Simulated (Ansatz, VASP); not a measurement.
Si: VASP beside Ansatz

File INCAR:

```
SYSTEM = Si
PREC = Accurate ; ENCUT = 520
EDIFF = 1E-6 ; ISMEAR = 0
SIGMA = 0.02 ; LREAL = .FALSE.
LASPH = .TRUE. ; NELM = 80
ALGO = Normal ; ISIF = 2
LWAVE = .FALSE. ; LCHARG = .TRUE.
GGA = PS ; LELF = .TRUE.
LVHAR = .TRUE. ; NBANDS = 11
```

Contents of KPOINTS:

```
Automatic mesh
0
G
  10 10 10
  0 0 0
```

POSCAR

```
Si
1.0
    0.0000000000      2.7169170808      2.7169170808
    2.7169170808      0.0000000000      2.7169170808
    2.7169170808      2.7169170808      0.0000000000
Si
2
Direct
    0.2500000000      0.2500000000      0.2500000000
    0.0000000000      0.0000000000      0.0000000000
```

Input for Ansatz:

```yaml
crystal:
  lattice:
    - [0.0, 2.7169170808, 2.7169170808]
    - [2.7169170808, 0.0, 2.7169170808]
    - [2.7169170808, 2.7169170808, 0.0]
  atoms:
    - { symbol: Si, position: [0.25, 0.25, 0.25] }
    - { symbol: Si, position: [0.0, 0.0, 0.0] }
basis:
  ecutwfc: 420
  xc_grid: 2
kpoints:
  mp_grid: { grid: [10, 10, 10] }
  band_path: { path: [VBM, CBM], npoints: 2 }
hamiltonian:
  xc: pbesol
scf:
  occupations: { method: gaussian, width: 0.02 }
output:
  forces: true
  stress: true
  eigenvalues: true
```

Alike in both runs: task single point; functional PBEsol; k mesh 10 × 10 × 10; occupations gaussian, width 0.02 eV; no spin polarisation.

|  | VASP | Ansatz |
| --- | --- | --- |
| version | VASP 6.6.1 | Ansatz 0.2.0 |
| potentials or method | VASP PAW PBE potentials, release 64 (Si), cutoff 520 eV | scalar-relativistic, plane waves, PAW |
| valence electrons in the cell | 8 | 8 |

Ansatz gave:

```
gap on the k mesh at the Fermi level (eV) : 0.47
least direct gap on the mesh (eV)         : 2.52
pressure (GPa)                            : 0.0
```

Q: Which values does VASP return?

A: gap on the k mesh at the Fermi level (eV): 0.47; least direct gap on the mesh (eV): 2.52; pressure (GPa): 0.1.

VASP's potentials were made for PBE, not for PBEsol.
